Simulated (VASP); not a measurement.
# Mo (I4/mmm) in VASP: notebook, part 2 of 2

VASP 6.6.1. Earlier steps stand in the parts before.

### 3 Single point, PBEsol (biaxial strain in the a-b plane: +6.0 %, then relaxed in part)

File INCAR:

```
PREC     = Accurate       # precision mode
ENCUT    = 520            # plane-wave cutoff, eV
EDIFF    = 1E-6           # SCF threshold, eV
ISMEAR   = 0              # smearing method
SIGMA    = 0.1            # smearing width, eV
LREAL    = F              # projectors in reciprocal space
LASPH    = T              # aspherical terms in the spheres
NELM     = 60             # most SCF steps
ALGO     = Fast           # electronic algorithm
ISIF     = 2              # what is computed and relaxed
LWAVE    = F              # write WAVECAR
LCHARG   = F              # write CHGCAR
GGA      = PS             # functional
NBANDS   = 21             # bands
```

File KPOINTS:

```
regular mesh
0
Gamma
  16 16 16
```

File POSCAR:

```
Mo
1.0
    3.3171003647      0.0000000000      0.0000000000
    0.0000000000      3.3171003647      0.0000000000
    0.0000000000      0.0000000000      3.0043465591
Mo
2
Direct
    0.0000000000      0.0000000000      0.0000000000
    0.5000000000      0.5000000000      0.5000000000
```

Potentials or basis: VASP PAW PBE potentials, release 64 (Mo_sv).

The run is started by

```console
$ cat potpaw_PBE.64/Mo_sv/POTCAR > POTCAR
$ mpirun -np 1 vasp_std > vasp.out
```

OUTCAR:

```text
PREC = Accurate
   ENCUT = 520
   EDIFF = 1E-6
   ISMEAR = 0
   LREAL = F
   LASPH = T
   NELM = 60
   ISIF = 2
   GGA = PS

 ion  position               nearest neighbor table
   1  0.000  0.000  0.000-   2 2.79   2 2.79   2 2.79   2 2.79   2 2.79   2 2.79   2 2.79   2 2.79

   2  0.500  0.500  0.500-   1 2.79   1 2.79   1 2.79   1 2.79   1 2.79   1 2.79   1 2.79   1 2.79

  LATTYP: Found a simple tetragonal cell.
 ALAT       =     3.3171003647
 C/A-ratio  =     0.9057146992

  Lattice vectors:

 A1 = (   3.3171003647,   0.0000000000,   0.0000000000)
 A2 = (   0.0000000000,   3.3171003647,   0.0000000000)
 A3 = (   0.0000000000,   0.0000000000,   3.0043465591)

Analysis of symmetry for initial positions (statically):
=====================================================================
 Subroutine PRICEL returns following result:

  LATTYP: Found a body centered tetragonal cell.
 ALAT       =     3.3171003647
 C/A-ratio  =     0.9057146992

  Lattice vectors:

 A1 = (  -1.6585501823,  -1.6585501823,  -1.5021732796)
 A2 = (   1.6585501823,   1.6585501823,  -1.5021732796)
 A3 = (   1.6585501823,  -1.6585501823,   1.5021732796)

   2 primitive cells build up your supercell.

 Routine SETGRP: Setting up the symmetry group for a
 simple tetragonal supercell.

 Subroutine GETGRP returns: Found 16 space group operations
 (whereof 16 operations were pure point group operations)
 out of a pool of 16 trial point group operations.

The static configuration has the point symmetry D_4h.

Analysis of symmetry for dynamics (positions and initial velocities):
=====================================================================
 Subroutine PRICEL returns following result:

  LATTYP: Found a body centered tetragonal cell.
 ALAT       =     3.3171003647
 C/A-ratio  =     0.9057146992

  Lattice vectors:

 A1 = (  -1.6585501823,  -1.6585501823,  -1.5021732796)
 A2 = (   1.6585501823,   1.6585501823,  -1.5021732796)
 A3 = (   1.6585501823,  -1.6585501823,   1.5021732796)

   2 primitive cells build up your supercell.

 Routine SETGRP: Setting up the symmetry group for a
 simple tetragonal supercell.

 Subroutine GETGRP returns: Found 16 space group operations
 (whereof 16 operations were pure point group operations)
 out of a pool of 16 trial point group operations.

The dynamic configuration has the point symmetry D_4h.

 Subroutine INISYM returns: Found 16 space group operations
 (whereof 16 operations are pure point group operations),
 and found     2 'primitive' translations

----------------------------------------------------------------------------------------

                                     Primitive cell

  volume of cell :      16.5286

  direct lattice vectors                    reciprocal lattice vectors
    -1.658550182 -1.658550182 -1.502173280     0.000000000 -0.301468117 -0.332851081
     1.658550182  1.658550182 -1.502173280     0.301468117  0.000000000 -0.332851081
     1.658550182 -1.658550182  1.502173280     0.301468117 -0.301468117  0.000000000

  length of vectors
     2.785336959  2.785336959  2.785336959     0.449080024  0.449080024  0.426340299

  position of ions in fractional coordinates (direct lattice)
     0.000000000  0.000000000  0.000000000

  ion indices of the primitive-cell ions
   primitive index   ion index
                 1           1

----------------------------------------------------------------------------------------

 KPOINTS: regular mesh

Automatic generation of k-mesh.
 Grid dimensions read from file:
 generate k-points for:   16   16   16

 Generating k-lattice:

  Cartesian coordinates                     Fractional coordinates (reciprocal lattice)
     0.018841757  0.000000000  0.000000000     0.062500000  0.000000000  0.000000000
     0.000000000  0.018841757  0.000000000     0.000000000  0.062500000  0.000000000
     0.000000000  0.000000000  0.020803193     0.000000000  0.000000000  0.062500000

  Length of vectors
     0.018841757  0.018841757  0.020803193

  Shift w.r.t. Gamma in fractional coordinates (k-lattice)
     0.000000000  0.000000000  0.000000000

 Subroutine IBZKPT returns following result:
 ===========================================

 Found    405 irreducible k-points:

 Following reciprocal coordinates:
            Coordinates               Weight
  0.000000  0.000000  0.000000      1.000000
  0.062500  0.000000  0.000000      4.000000
  0.125000  0.000000  0.000000      4.000000
  0.187500  0.000000  0.000000      4.000000
  0.250000  0.000000  0.000000      4.000000
  0.312500  0.000000  0.000000      4.000000
[... 16 lines left out ...]
  0.437500  0.125000  0.000000      8.000000
  0.500000  0.125000  0.000000      4.000000
 [... further k-points ...]
   k-points           NKPTS =    405   k-points in BZ     NKDIM =    405   number of bands    NBANDS=     21
   number of dos      NEDOS =    301   number of ions     NIONS =      2
   total plane-waves  NPLWV =  18816
   dimension x,y,z NGX =    28 NGY =   28 NGZ =   24
   dimension x,y,z NGXF=    56 NGYF=   56 NGZF=   48
   ions per type =               2
   NGX,Y,Z   is equivalent  to a cutoff of  14.03, 14.03, 13.28 a.u.
   NGXF,Y,Z  is equivalent  to a cutoff of  28.07, 28.07, 26.56 a.u.
 SYSTEM =  unknown system
   PREC   = accura    normal or accurate (medium, high low for compatibility)
   ISTART =      0    job   : 0-new  1-cont  2-samecut
   ICHARG =      2    charge: 1-file 2-atom 10-const
   ISPIN  =      1    spin polarized calculation?
   LNONCOLLINEAR =      F non collinear calculations
   LSORBIT =      F    spin-orbit coupling
   LASPH  =      T    aspherical Exc in radial PAW
   ENCUT  =  520.0 eV  38.22 Ry    6.18 a.u.   6.17  6.17  5.59*2*pi/ulx,y,z
   NELM   =     60;   NELMIN=  2; NELMDL= -5     # of ELM steps
   EDIFF  = 0.1E-05   stopping-criterion for ELM
   LREAL  =      F    real-space projection
   EDIFFG = 0.1E-04   stopping-criterion for IOM
   NSW    =      0    number of steps for IOM
   IBRION =     -1    ionic relax: 0-MD 1-quasi-New 2-CG
   NFREE  =      0    steps in history (QN), initial steepest desc. (CG)
   ISIF   =      2    stress and relaxation
   ISYM   =      2    0-nonsym 1-usesym 2-fastsym
   POTIM  = 0.5000    time-step for ionic-motion
   TEBEG  =    0.0;   TEEND  =   0.0 temperature during run
   PSTRESS=    0.0 pullay stress
   NELECT =      28.0000    total number of electrons
   NUPDOWN=      -1.0000    fix difference up-down
   EMIN   =  10.00;   EMAX   =-10.00  energy-range for DOS
   EFERMI =   0.00;   METHOD = LEGACY
   ISMEAR =     0;   SIGMA  =   0.10  broadening in eV -4-tet -1-fermi 0-gaus
   EFERMI_NEDOS =   21; number of points for ismear=-14 and -15
   IALGO  =     68    algorithm
   IMIX   =      4    mixing-type and parameters
     AMIX     =   0.40;   BMIX     =  1.00
     AMIX_MAG =   1.60;   BMIX_MAG =  1.00
  volume/ion in A,a.u.               =      16.53       111.54
  Fermi-wavevector in a.u.,A,eV,Ry     =   1.548954  2.927098 32.643879  2.399257
  Thomas-Fermi vector in A             =   2.653830
   LORBIT       =      0    0 simple, 1 ext, 2 COOP (PROOUT), +10 PAW based schemes
   GGA     = PS    functional components
   LHFCALC =     F    Hartree Fock is set to
   AEXX    =    0.0000 exact exchange contribution
   IVDW    =     0    specifies the selected vdW correction
   LEPSILON=     F    determine dielectric tensor
   LRPA    =     F    only Hartree local field effects (RPA)
 non-spin polarized calculation
 RMM-DIIS sequential band-by-band and
 Gauss-broadening in eV      SIGMA  =   0.10
  energy-cutoff  :      520.00
  volume of cell :       33.06
 maximum number of plane-waves:       928
 NGX is ok and might be reduce to    28
   NGX = 13   NGY = 13   NGZ = 11

 number of electron      28.0000006 magnetization

 Free energy of the ion-electron system (eV)
  ---------------------------------------------------
  ext. energy  EPLUGINS =         0.00000000
  ---------------------------------------------------
  free energy    TOTEN  =       -23.24278498 eV

  energy without entropy =      -23.23625060  energy(sigma->0) =      -23.23951779

 E-fermi :  11.5545     XC(G=0): -13.2130

 val. band max:       11.5542910202   @ k =   0.2500   0.0000   0.0625
 cond. band min:      11.5595180314   @ k =   0.4375   0.2500   0.0000
 fundamental gap:      0.0052270112
 Fermi energy:        11.5544536596

 k-point     1 :       0.0000    0.0000    0.0000
  band No.  band energies     occupation
      1     -49.5940      2.00000
      2     -49.2389      2.00000
      3     -23.8993      2.00000
      4     -23.8993      2.00000
      5     -23.6176      2.00000
      6     -23.0206      2.00000
[... 550 lines left out ...]
      5     -23.3024      2.00000
      6     -23.3024      2.00000
[... 13 lines left out ...]
     20      14.2090      0.00000
     21      25.1897      0.00000

 [... further k-points ...]
[... 5 lines left out ...]
  --------------------------------------------------------------------------------------
  -------------------------------------------------------------------------------------
  Total       -5.1169630     -5.1169630      0.0809798      0.0000000      0.0000000     -0.0000000
  in kB     -248.0022423   -248.0022423      3.9248244      0.0000000      0.0000000     -0.0000000
  external PRESSURE =    -164.0265534 kB  Pullay stress =       0.0000000 kB

 VOLUME and BASIS-vectors are now :
 -----------------------------------------------------------------------------
  energy-cutoff  :      520.00
  volume of cell :       33.06
      direct lattice vectors                 reciprocal lattice vectors
     3.317100365  0.000000000  0.000000000     0.301468117  0.000000000  0.000000000
     0.000000000  3.317100365  0.000000000     0.000000000  0.301468117  0.000000000
     0.000000000  0.000000000  3.004346559     0.000000000  0.000000000  0.332851081

 POSITION                                       TOTAL-FORCE (eV/Angst)
 -----------------------------------------------------------------------------------
      0.00000      0.00000      0.00000        -0.000000     -0.000000      0.000000
      1.65855      1.65855      1.50217         0.000000      0.000000     -0.000000
 -----------------------------------------------------------------------------------
    total drift:                                0.000000      0.000000      0.000000

  FREE ENERGIE OF THE ION-ELECTRON SYSTEM (eV)
  ---------------------------------------------------
  free  energy   TOTEN  =       -23.2427849783 eV

  energy  without entropy=      -23.2362506040  energy(sigma->0) =      -23.23951779
```

It took 3 min on 1 thread of AMD EPYC 7R13 (Zen 3), shared host; peak memory 0.29 GiB.

Results:

```
Free energy            : -23.2428 eV
Pressure               : -16.4 GPa
Band gap on the k mesh : zero (bands 14 and 15 overlap by 2.50 eV)
```

Stress tensor (GPa, compression positive):
```
-24.80   0.00   0.00
  0.00 -24.80   0.00
  0.00   0.00   0.39
```

Levels at points of the mesh, in eV from the Fermi level:
| k point | band 10 | band 11 | band 12 | band 13 | band 14 | band 15 | band 16 | band 17 | band 18 | band 19 |
| --- | --- | --- | --- | --- | --- | --- | --- | --- | --- | --- |
| (0.00, 0.00, 0.00) | -5.12 | -4.90 | -1.89 | -0.76 | -0.76 | 0.78 | 2.19 | 3.66 | 3.66 | 3.97 |
| (0.50, 0.00, 0.00) | -3.84 | -2.55 | -2.55 | -0.72 | -0.72 | 0.10 | 0.10 | 1.12 | 1.12 | 2.55 |
| (0.50, 0.50, 0.00) | -4.92 | -2.27 | -2.27 | 0.65 | 0.65 | 0.97 | 0.97 | 1.74 | 1.74 | 4.29 |
| (0.00, 0.00, 0.50) | -3.25 | -2.15 | -2.15 | -0.98 | -0.98 | -0.98 | -0.98 | 0.58 | 0.58 | 4.45 |
| (0.50, 0.00, 0.50) | -5.02 | -3.45 | -3.45 | 1.52 | 1.52 | 1.75 | 1.75 | 2.93 | 2.93 | 4.40 |
| (0.50, 0.50, 0.50) | -2.67 | -2.67 | -2.67 | -2.10 | -2.10 | 1.95 | 1.95 | 2.57 | 2.57 | 9.25 |

Caveat: the cell differs from its parent crystal (biaxial strain in the a-b plane: +6.0 %, then relaxed in part); the cell stands under tension; the PAW data sets were made with another functional, which shifts forces and pressure a little.

### 4 Single point, PBEsol (biaxial strain in the a-b plane: +6.0 %)

File INCAR:

```
SYSTEM = Mo
  ALGO = Fast
  EDIFF = 1E-6
  ENCUT = 520
  GGA = PS
  ISIF = 2
  ISMEAR = 0
  LASPH = .True.
  LCHARG = .False.
  LREAL = .False.
  LWAVE = .False.
  NBANDS = 21
  NELM = 100
  PREC = Accurate
  SIGMA = 0.1
```

File KPOINTS:

```
k-points
0
Gamma
  16 16 16
  0 0 0
```

POSCAR, as its differences from that of step 3:

```diff
@@ -4,3 +4,3 @@
     0.0000000000      3.3171003647      0.0000000000
-    0.0000000000      0.0000000000      3.0043465591
+    0.0000000000      0.0000000000      3.0166837279
 Mo
```

The run is started by

```console
$ cat potpaw_PBE.64/Mo_sv/POTCAR > POTCAR
$ mpirun -np 1 vasp_std > vasp.out
```

Wall time 2.8 min (1 thread of AMD EPYC 7R13 (Zen 3), shared host); peak memory 0.29 GiB.

The run converged. Its results:

```
Free energy            : -23.2425 eV
Pressure               : -17.3 GPa
Band gap on the k mesh : zero (bands 14 and 15 overlap by 2.48 eV)
```

Stress tensor (GPa, compression positive):
```
-25.36   0.00   0.00
  0.00 -25.36   0.00
  0.00   0.00  -1.23
```

Levels at points of the mesh, in eV from the Fermi level:
```
           k point  band 12  band 13  band 14  band 15  band 16  band 17
(0.00, 0.00, 0.00)    -1.86    -0.79    -0.79     0.81     2.15     3.64
(0.50, 0.00, 0.00)    -2.52    -0.71    -0.71     0.07     0.07     1.10
(0.50, 0.50, 0.00)    -2.30     0.68     0.68     0.97     0.97     1.75
(0.00, 0.00, 0.50)    -2.15    -0.96    -0.96    -0.96    -0.96     0.59
(0.50, 0.00, 0.50)    -3.42     1.52     1.52     1.72     1.72     2.88
(0.50, 0.50, 0.50)    -2.65    -2.11    -2.11     1.95     1.95     2.54
```

Caveat: the cell differs from its parent crystal (biaxial strain in the a-b plane: +6.0 %); the cell stands under tension; the PAW data sets were made with another functional, which shifts forces and pressure a little.

### 5 The runs side by side

```tsv
cell	gap on the mesh (eV)	pressure (GPa)
a = 3.255, b = 3.255, c = 3.048 Å, 2 atoms	none	-12.0
a = 3.317, b = 3.317, c = 3.004 Å, 2 atoms	none	-16.4
a = 3.317, b = 3.317, c = 3.017 Å, 2 atoms	none	-17.3
```

Alike in all rows: task single point; level PBEsol; potentials or basis VASP PAW PBE potentials, release 64 (Mo_sv); no spin polarisation; k mesh 16 × 16 × 16; cutoff (eV) 520; smearing gaussian 0.1 eV.

Caveats: the cell stands under tension; the PAW data sets were made with another functional, which shifts forces and pressure a little.

Total energies depend on the potentials used, so only differences within one code and one set of settings carry meaning.
